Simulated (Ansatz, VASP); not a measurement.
**Mg3Sn2N2 in VASP and in Ansatz**

```xyz
7
Lattice="7.3922 0.0000 0.0000 -3.6961 6.4018 0.0000 0.0000 0.0000 3.7121" Properties=species:S:1:pos:R:3 pbc="T T T"
Mg    1.7566    0.0000    0.0000
Mg   -0.8783    1.5213    0.0000
Mg    2.8178    4.8805    0.0000
Sn    0.0000    4.2679    0.0000
Sn    3.6961    2.1339    0.0000
N     0.0000    0.0000    2.4900
N     0.0000    0.0000    1.2220
```

Alike in both runs: functional PBE; k mesh 3 × 3 × 4; occupations gaussian, width 0.2 eV; no spin polarisation.

Ansatz relaxed the structure, and its values are those at the end. VASP's run is a single point on that final structure, the one shown.

```csv
,VASP,Ansatz
version,VASP 6.6.1,Ansatz 0.2.0
potentials or method,"VASP PAW PBE potentials, release 64 (Mg_sv, Sn_d, N), cutoff 840 eV","scalar-relativistic, plane waves, PAW"
valence electrons in the cell,68,68
```

```csv
,VASP,Ansatz,Ansatz less VASP
gap on the k mesh at the Fermi level (eV),none,none,-
pressure (GPa),0.1,0.2,+0.03
rms of the force components (eV/Å),0.060,0.003,-0.0569
```

A gap of «none» marks a metal or a gap that the smearing closes. With one functional, cell and mesh, what is left measures potentials, basis and numerics.

The k mesh is coarse, so the values compare programs but aren't converged.
